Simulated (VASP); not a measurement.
The system is AlN.

```
Al N
1.0
     3.11300    0.00000    0.00000
    -1.55650    2.69594    0.00000
     0.00000    0.00000    4.98100
Al N
2 2
Direct
  0.33333 0.66667 0.00000
  0.66667 0.33333 0.50000
  0.33333 0.66667 0.38000
  0.66667 0.33333 0.88000
```

Base run:

```yaml
Program: VASP 6.6.1
Functional: LDA
Potentials_or_basis: VASP PAW LDA potentials, release 64 (Al, N)
Cutoff: 520 eV
k_mesh: 6 × 6 × 4
Occupations: gaussian, width 0.01 eV
Spin: no spin polarisation
```

Its results: band gap on the k mesh 4.25 eV, direct; pressure -4.1 GPa; largest force 0.120 eV/Å.

Question: The run is repeated on the same cell with these changes: functional from LDA to revPBE; potentials or basis from VASP PAW LDA potentials, release 64 (Al, N) to VASP PAW PBE potentials, release 64 (Al, N). What comes out?

Answer: Band gap on the k mesh 4.26 eV, direct; pressure 5.9 GPa; largest force 0.136 eV/Å.

Caveats: the PAW data sets were made with another functional, which shifts forces and pressure a little (some runs).

